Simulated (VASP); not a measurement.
Crystal: Ta2H.

```
CELL_PARAMETERS angstrom
2.91906 0.00000 0.00000
1.11172 2.69908 0.00000
-0.49349 -0.33045 4.84764
ATOMIC_POSITIONS crystal
Ta 0.23364 0.23364 0.26256
Ta 0.76636 0.76636 0.73744
H 0.50000 0.50000 0.00000
```

Base run:

| Item | Value |
| --- | --- |
| Program | VASP 6.6.1 |
| Functional | BLYP |
| Potentials or basis | VASP PAW PBE potentials, release 64 (Ta_pv, H) |
| Cutoff | 520 eV |
| k mesh | 10 × 10 × 6 |
| Occupations | methfessel-paxton, width 0.1 eV |
| Spin | no spin polarisation |

Its results: pressure 10.0 GPa; largest force 0.117 eV/Å.

Question: The run is repeated on the same cell with these changes: functional from BLYP to PBEsol. What comes out?

Answer: Pressure -4.1 GPa; largest force 0.035 eV/Å.

PBEsol binds more tightly than BLYP, so the same cell stands under less pressure.

Caveats: the PAW data sets were made with another functional, which shifts forces and pressure a little.
